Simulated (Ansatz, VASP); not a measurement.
AlFe: VASP beside Ansatz

```
CELL_PARAMETERS angstrom
2.91000 0.00000 0.00000
0.00000 2.91000 0.00000
0.00000 0.00000 2.91000
ATOMIC_POSITIONS crystal
Fe 0.50000 0.50000 0.50000
Al 0.00000 0.00000 0.00000
```

Alike in both runs: task single point; functional PBE; k mesh 8 × 8 × 8; occupations fermi-dirac, width 0.05 eV; collinear spin; fixed moment 2.2 μB.

|  | VASP | Ansatz |
| --- | --- | --- |
| version | VASP 6.6.1 | Ansatz 0.2.0 |
| potentials or method | VASP PAW PBE potentials, release 64 (Fe_sv, Al) | Ansatz PAW |
| plane-wave cutoff (eV) | 600 | 420 |
| valence electrons in the cell | 19 | 19 |

Ansatz gave:

```
pressure (GPa)                                                : 6.9
net moment per atom (μB)                                      : 1.10
size of the moment on the site where the two differ most (μB) : 2.18
```

Task: Which values does VASP return?

Result: Pressure (GPa): 5.3; net moment per atom (μB): 1.10; size of the moment on the site where the two differ most (μB): 2.09.

Site moments also hang on the region over which each program counts them.
